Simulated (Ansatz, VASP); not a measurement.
One calculation of Ir, two programs

The input INCAR:

```
ALGO = Normal
EDIFF = 1E-6
ENCUT = 500
GGA = PE
GGA_COMPAT = F
ISIF = 2
ISMEAR = 0
LASPH = T
LCHARG = F
LREAL = F
LWAVE = F
NBANDS = 10
NELM = 120
PREC = Accurate
SIGMA = 0.1
```

Contents of KPOINTS:

```
k-points
0
Gamma
  8 8 8
```

Contents of POSCAR:

```
Ir
1.0
    0.0000000000      1.9150000000      1.9150000000
    1.9150000000      0.0000000000      1.9150000000
    1.9150000000      1.9150000000      0.0000000000
Ir
1
Direct
    0.0000000000      0.0000000000      0.0000000000
```

Input for Ansatz:

```yaml
crystal:
  lattice:
    - [0.0, 1.915, 1.915]
    - [1.915, 0.0, 1.915]
    - [1.915, 1.915, 0.0]
  atoms:
    - { symbol: Ir, position: [0.0, 0.0, 0.0] }
basis:
  ecutwfc: 420
kpoints:
  mp_grid: { grid: [8, 8, 8] }
hamiltonian:
  xc: pbe
  pseudopotentials: { kind: paw, azcp: { folder: soft_1 } }
scf:
  occupations: { method: gaussian, width: 0.1 }
output:
  forces: true
  stress: true
  eigenvalues: true
```

Alike in both runs: task single point; functional PBE; k mesh 8 × 8 × 8; occupations gaussian, width 0.1 eV; no spin polarisation.

|  | VASP | Ansatz |
| --- | --- | --- |
| version | VASP 6.6.1 | Ansatz 0.2.0 |
| potentials or method | VASP PAW PBE potentials, release 64 (Ir), cutoff 500 eV | scalar-relativistic, plane waves, PAW |
| valence electrons in the cell | 9 | 17 |

Ansatz gave:

```
gap on the k mesh at the Fermi level (eV) : none
pressure (GPa)                            : 13.3
```

**Question.** Which values does VASP return?

**Answer.** gap on the k mesh at the Fermi level (eV): none; pressure (GPa): 14.0.

A gap of «none» marks a metal or a gap that the smearing closes. The functional is the same, so the differences come from potentials, cutoffs and numerics. VASP's potentials hold 9 valence electrons a cell and Ansatz's 17, so a difference there can come from the potentials and not from the codes.

Neither program's run includes spin-orbit coupling.
